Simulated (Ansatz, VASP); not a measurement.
Pd: VASP beside Ansatz

```
Pd
1.0
     2.33730    0.00000    0.00000
     0.00000    2.33730    0.00000
     0.00000    0.00000    2.33730
Pd
1
Cartesian
  0.0000 0.0000 0.0000
```

Change from the starting cell: volume scaled by 0.78, LAPW.

Alike in both runs: task single point; functional LDA; k mesh 15 × 15 × 15; occupations fermi-dirac, width 0.1 eV; no spin polarisation.

|  | VASP | Ansatz |
| --- | --- | --- |
| version | VASP 6.6.1 | Ansatz 0.2.0 |
| potentials or method | VASP PAW LDA potentials, release 64 (Pd), cutoff 520 eV | all-electron LAPW, scalar-relativistic |

Ansatz gave:

```
pressure (GPa) : 79.6
```

**Question.** Estimate VASP's values.

**Answer.** Pressure (GPa): 78.7.

LDA's correlation is that of Perdew and Zunger in VASP and of Perdew and Wang (1992) in Ansatz. Both programs put the cell under a high pressure, so it lies far from rest at this level. Ansatz ran all-electron here, and VASP with PAW potentials.

Noted on VASP's run: the cell as given lies far from equilibrium.
